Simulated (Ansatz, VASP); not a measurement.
## Two plane-wave programs on As

```
As
1.0
     1.89008    1.09124    3.37638
    -1.89008    1.09124    3.37638
     0.00000   -2.18248    3.37638
As
2
Direct
  0.76965 0.76965 0.76965
  0.23035 0.23035 0.23035
```

Alike in both runs: task electric field gradients; functional PBE; dispersion D3(BJ); k mesh 15 × 15 × 15; occupations fermi-dirac, width 0.15 eV; no spin polarisation.

```csv
,VASP,Ansatz
version,VASP 6.6.1,Ansatz 0.2.0
potentials or method,"VASP PAW PBE potentials, release 64 (As_d), cutoff 520 eV","scalar-relativistic, plane waves, PAW"
valence electrons in the cell,30,30
```

VASP gave:

| Quantity | Value |
| --- | --- |
| gap on the k mesh at the Fermi level (eV) | none |
| pressure (GPa) | 0.1 |
| rms of the force components (eV/Å) | 0.006 |
| size of Vzz on the site where it differs most (V/Å²) | 42.0 |

Q: Which values does Ansatz return?

A: gap on the k mesh at the Fermi level (eV): none; pressure (GPa): 0.0; rms of the force components (eV/Å): 0.000; size of Vzz on the site where it differs most (V/Å²): 43.9.

Atom by atom the forces differ by 0.006 eV/Å (rms over components). A gap of «none» marks a metal or a gap that the smearing closes.
